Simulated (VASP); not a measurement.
ZnO, 2 atoms in the cell. The structure is orthorhombic, space group Immm (No. 71). Conventional cell: a = 2.991 Å, b = 3.044 Å, c = 4.268 Å, α = 90.00°, β = 90.00°, γ = 90.00°. Zn (site symmetry mmm) has 6 O at 2.13 Å within 2.8 Å. O (site symmetry mmm) has 6 Zn at 2.13 Å within 2.8 Å.  This cell differs from its parent crystal: shear xy strain +1.8%.

- Program: VASP 6.6.1
- Task: single point
- Functional: PBE
- Potentials or basis: VASP PAW PBE potentials, release 64 (Zn, O)
- Cutoff: 520 eV
- k mesh: 10 × 10 × 10
- Occupations: fermi-dirac, width 0.02 eV
- Spin: no spin polarisation
- Dipole correction: no
- Further INCAR settings: ALGO = Normal; EDIFF = 1e-06; NBANDS = 16

Potentials or basis: VASP PAW PBE potentials, release 64 (Zn, O).

Launch:

```bash
$ cat potpaw_PBE.64/Zn/POTCAR potpaw_PBE.64/O/POTCAR > POTCAR
$ mpirun -np 1 vasp_std > vasp.out
```

Hardware: 1 thread of Intel(R) Xeon(R) Platinum 8488C (Sapphire Rapids) (shared host).

Estimate the wall time of this run.

Run time: 31 s on 1 thread of Intel(R) Xeon(R) Platinum 8488C (Sapphire Rapids) (shared host), peak memory 0.18 GiB. Counts: scf iterations 12, k points 171.
